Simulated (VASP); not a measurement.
I:

```
CELL_PARAMETERS angstrom
3.65911 -2.41088 0.00000
3.65911 2.41088 0.00000
0.00000 0.00000 9.85830
ATOMIC_POSITIONS crystal
I 0.64930 0.35070 0.38440
I 0.14930 0.85070 0.11560
I 0.35070 0.64930 0.61560
I 0.85070 0.14930 0.88440
```

This cell differs from its parent crystal: volume scaled by 1.02.

Base run:

* Program: VASP 6.6.1
* Functional: LDA
* Potentials or basis: VASP PAW LDA potentials, release 64 (I)
* Cutoff: 520 eV
* k mesh: 7 × 7 × 3
* Occupations: fermi-dirac, width 0.05 eV
* Spin: no spin polarisation

Its results: band gap on the k mesh 1.19 eV, indirect (least direct gap 1.26 eV); pressure -1.3 GPa; largest force 0.561 eV/Å.

Question: The run is repeated on the same cell with these changes: functional from LDA to PBE; potentials or basis from VASP PAW LDA potentials, release 64 (I) to VASP PAW PBE potentials, release 64 (I). What comes out?

Answer: Band gap on the k mesh 1.29 eV, indirect (least direct gap 1.36 eV); pressure 1.2 GPa; largest force 0.671 eV/Å.

Caveats: spin-orbit coupling is left out, which moves the levels of the heavy elements.

A k mesh can miss the band edges.
